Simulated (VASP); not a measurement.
Input of a VASP 6.6.1 run:

INCAR

```
ALGO = Normal
EDIFF = 1E-6
ENCUT = 520
GGA = PS
ISIF = 2
ISMEAR = 0
LASPH = True
LCHARG = False
LREAL = False
LWAVE = False
NBANDS = 16
NELM = 100
PREC = Accurate
SIGMA = 0.01
```

File KPOINTS:

```
k-points
0
Gamma
  10 10 4
```

File POSCAR:

```
BN
1.0
    2.5043517174      0.0000000000      0.0000000000
   -1.2521758587      2.1688322073      0.0000000000
    0.0000000000      0.0000000000      7.0161531266
B N
2 2
Direct
    0.3333333333      0.6666666667      0.2500000000
    0.6666666667      0.3333333333      0.7500000000
    0.3333333333      0.6666666667      0.7500000000
    0.6666666667      0.3333333333      0.2500000000
```

Potentials or basis: VASP PAW PBE potentials, release 64 (B, N).

Run with:

```bash
$ cat potpaw_PBE.64/B/POTCAR potpaw_PBE.64/N/POTCAR > POTCAR
$ mpirun -np 1 vasp_std > vasp.out
```

Question: Predict the band gap on the k mesh.

Answer: 4.26 eV, indirect (least direct gap 4.70 eV).

Question: Estimate the pressure.

Answer: 0.3 GPa.

Stress tensor (GPa, compression positive):
```
 0.49  0.00  0.00
 0.00  0.49  0.00
 0.00  0.00 -0.10
```

Caveat: the PAW data sets were made with another functional, which shifts forces and pressure a little; this functional lacks dispersion, which binds the layers, so the pressure and a relaxed spacing across them are unreliable. A k mesh can miss the band edges.
